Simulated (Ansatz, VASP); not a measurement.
Pb: VASP beside Ansatz

Contents of INCAR:

```
SYSTEM = Pb
PREC = Accurate
ENCUT = 520
EDIFF = 1E-6
ISMEAR = -1
SIGMA = 0.05
LREAL = .False.
LASPH = .True.
NELM = 60
ALGO = Normal
ISIF = 2
LWAVE = .False.
LCHARG = .True.
GGA = CA
LELF = .True.
LVHAR = .True.
NBANDS = 28
```

KPOINTS

```
Automatic mesh
0
Gamma
  9 9 1
  0 0 0
```

File POSCAR:

```
Pb
1.0
    3.4800006906      0.0000000000      0.0000000000
   -1.7400003453      3.0137690032      0.0000000000
    0.0000000000      0.0000000000     20.5900000000
Pb
3
Direct
    0.3333333333      0.6666666666      0.3642544925
    0.6666666667      0.3333333334      0.5000000000
    0.3333333333      0.6666666666      0.6357455075
```

The input input.yaml:

```yaml
crystal:
  lattice:
    - [3.4800006906, 0.0, 0.0]
    - [-1.7400003453, 3.0137690032, 0.0]
    - [0.0, 0.0, 20.59]
  atoms:
    - { symbol: Pb, position: [0.3333333333, 0.6666666666, 0.3642544925] }
    - { symbol: Pb, position: [0.6666666667, 0.3333333334, 0.5] }
    - { symbol: Pb, position: [0.3333333333, 0.6666666666, 0.6357455075] }
kpoints:
  mp_grid: { grid: [9, 9, 1] }
scf:
  occupations: { method: fermi_dirac, width: 0.05 }
hamiltonian:
  xc: lda
  pseudopotentials: { kind: all_electron, lapw: { basis_error: 0.002 } }
output:
  forces: true
  stress: true
  eigenvalues: true
```

Alike in both runs: task single point; functional LDA; k mesh 9 × 9 × 1; occupations fermi-dirac, width 0.05 eV; no spin polarisation.

|  | VASP | Ansatz |
| --- | --- | --- |
| version | VASP 6.6.1 | Ansatz 0.2.0 |
| potentials or method | VASP PAW LDA potentials, release 64 (Pb_d), cutoff 520 eV | all-electron LAPW, scalar-relativistic |

Ansatz gave:

* gap on the k mesh at the Fermi level (eV): none
* rms of the force components (eV/Å): 0.039

Estimate VASP's values.

gap on the k mesh at the Fermi level (eV): none; rms of the force components (eV/Å): 0.035.

LDA's correlation is that of Perdew and Zunger in VASP and of Perdew and Wang (1992) in Ansatz. Atom by atom the forces differ by 0.003 eV/Å (rms over components). A gap of «none» marks a metal or a gap that the smearing closes. Ansatz ran all-electron here, and VASP with PAW potentials.

Neither program's run includes spin-orbit coupling.
